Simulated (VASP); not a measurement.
Input of a VASP 6.6.1 run:

File INCAR:

```
ALGO = Normal
EDIFF = 1E-7
ENCUT = 520
GGA = PS
ISIF = 2
ISMEAR = -1
ISPIN = 2
LASPH = T
LCHARG = F
LMAXMIX = 4
LORBIT = 11
LREAL = F
LWAVE = F
MAGMOM = 1 1 1 3
NBANDS = 31
NELM = 150
PREC = Accurate
SIGMA = 0.05
```

Contents of KPOINTS:

```
k-points
0
Gamma
  8 8 8
```

File POSCAR:

```
FeNi3
1.0
    3.4934285296      0.0000000000      0.0000000000
    0.0000000000      3.4934285296      0.0000000000
    0.0000000000      0.0000000000      3.4934285296
Ni Fe
3 1
Direct
    0.5000000000      0.5000000000      0.0000000000
    0.5000000000      0.0000000000      0.5000000000
    0.0000000000      0.5000000000      0.5000000000
    0.0000000000      0.0000000000      0.0000000000
```

Potentials or basis: VASP PAW PBE potentials, release 64 (Ni, Fe).

Run with:

```sh
$ cat potpaw_PBE.64/Ni/POTCAR potpaw_PBE.64/Fe/POTCAR > POTCAR
$ mpirun -np 1 vasp_std > vasp.out
```

Estimate the net moment.

4.68 μB per cell.

Predict the pressure.

-1.0 GPa.

What does it give for the site moments?

Ni +0.61; Fe +2.84 μB.

Caveat: the PAW data sets were made with another functional, which shifts forces and pressure a little.
